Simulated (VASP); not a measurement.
Here is a VASP 6.6.1 calculation.

The input INCAR:

```
PREC = Accurate
ENCUT = 520
EDIFF = 1E-8
ISMEAR = -1
SIGMA = 0.02
LREAL = False
LASPH = True
NELM = 60
ALGO = Normal
ISIF = 2
LWAVE = False
LCHARG = False
GGA = PE
LEFG = True
NBANDS = 44
```

The input KPOINTS:

```
Automatic mesh
0
Gamma
  5 5 3
```

Contents of POSCAR:

```
SiO2
1.0
    4.9930000000      0.0000000000      0.0000000000
    0.0000000000      4.9930000000      0.0000000000
    0.0000000000      0.0000000000      7.0050000000
Si O
4 8
Direct
    0.2966500000      0.2966500000      0.0000000000
    0.2033500000      0.7966500000      0.2500000000
    0.7033500000      0.7033500000      0.5000000000
    0.7966500000      0.2033500000      0.7500000000
    0.2406000000      0.0966000000      0.1746800000
    0.4034000000      0.7406000000      0.4246800000
    0.7594000000      0.9034000000      0.6746800000
    0.5966000000      0.2594000000      0.9246800000
    0.7406000000      0.4034000000      0.5753200000
    0.9034000000      0.7594000000      0.3253200000
    0.2594000000      0.5966000000      0.0753200000
    0.0966000000      0.2406000000      0.8253200000
```

Potentials or basis: VASP PAW PBE potentials, release 64 (Si, O).

The run is started by

```bash
$ cat potpaw_PBE.64/Si/POTCAR potpaw_PBE.64/O/POTCAR > POTCAR
$ mpirun -np 1 vasp_std > vasp.out
```

Task: Estimate the pressure.

Result: 7.7 GPa.

Task: Estimate the largest force.

Result: 0.469 eV/Å.

Task: What does it give for the band gap on the k mesh?

Result: 5.77 eV.

Forces in eV/Å, atoms in the order of the input:
```
Si  -0.111 -0.111  0.000
Si   0.111 -0.111  0.000
Si   0.111  0.111  0.000
Si  -0.111  0.111  0.000
O   -0.026  0.357  0.303
O   -0.357 -0.026  0.303
O    0.026 -0.357  0.303
O    0.357  0.026  0.303
O   -0.026 -0.357 -0.303
O   -0.357  0.026 -0.303
O    0.026  0.357 -0.303
O    0.357 -0.026 -0.303
```

Caveat: the cell stands under pressure; without QUAD_EFG the Cq values of the log hold for a quadrupole moment of 1 mb, not for the nuclei; an odd mesh through Γ misses points on the zone boundary, where band edges can lie.
